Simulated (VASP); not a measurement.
AgCl:

```
Ag Cl
1.0
     4.00486    0.00000    0.00000
    -2.00243    3.46831    0.00000
     0.00000    0.00000    6.20104
Ag Cl
2 2
Direct
  0.00000 0.00000 0.00000
  0.00000 0.00000 0.50000
  0.33333 0.66667 0.25000
  0.66667 0.33333 0.75000
```

Base run:

* Program: VASP 6.6.1
* Functional: PBE
* Potentials or basis: VASP PAW PBE potentials, release 64 (Ag, Cl)
* Cutoff: 520 eV
* k mesh: 12 × 12 × 4
* Occupations: gaussian, width 0.01 eV
* Spin: no spin polarisation

Its results: band gap on the k mesh 0.91 eV, direct; pressure 1.5 GPa.

Q: The run is repeated on the same cell with these changes: functional from PBE to r2SCAN; k mesh from 12 × 12 × 4 to 6 × 6 × 4. What comes out?

A: Band gap on the k mesh 1.43 eV, direct; pressure -0.1 GPa.

Several settings changed at once, so the effect can't be laid on one alone.

Caveats: the PAW data sets were made with another functional, which shifts forces and pressure a little (some runs).

A k mesh can miss the band edges.
